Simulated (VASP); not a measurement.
Write the native input for VASP 6.6.1 that does the following.

| Quantity | Value |
| --- | --- |
| Task | single point |
| Functional | PBE |
| Potentials or basis | VASP PAW PBE potentials, release 64 (Zr_sv, O) |
| Cutoff | 600 eV |
| k mesh | 8 × 8 × 8 |
| Occupations | gaussian, width 0.02 eV |
| Spin | no spin polarisation |
| Dipole correction | no |
| Further INCAR settings | ALGO = Normal; EDIFF = 1e-06; NBANDS = 19 |

The structure of ZrO2 lies in POSCAR:

```
ZrO2
1.0
    0.0000000000      2.5405394960      2.5405394960
    2.5405394960      0.0000000000      2.5405394960
    2.5405394960      2.5405394960      0.0000000000
Zr O
1 2
Direct
    0.0000000000      0.0000000000      0.0000000000
    0.2500000000      0.2500000000      0.2500000000
    0.7500000000      0.7500000000      0.7500000000
```

One way to write it, as run:

INCAR

```
PREC = Accurate
ENCUT = 600
EDIFF = 1E-6
ISMEAR = 0
SIGMA = 0.02
LREAL = F
LASPH = T
NELM = 120
ALGO = Normal
ISIF = 2
LWAVE = F
LCHARG = F
GGA = PE
NBANDS = 19
GGA_COMPAT = F
```

KPOINTS

```
regular mesh
0
Gamma
  8 8 8
```

Potentials or basis: VASP PAW PBE potentials, release 64 (Zr_sv, O).

Command:

```bash
$ cat potpaw_PBE.64/Zr_sv/POTCAR potpaw_PBE.64/O/POTCAR > POTCAR
$ mpirun -np 1 vasp_std > vasp.out
```

Results of the run:

| Property | Result |
| --- | --- |
| Pressure | 5.1 GPa |
| Band gap on the k mesh | 3.37 eV (least direct gap 3.82 eV) |

Caveat: the cell stands under pressure.

Wall time 51 s on 1 thread of Intel Xeon 8259CL, on a shared host, peak memory 0.18 GiB.
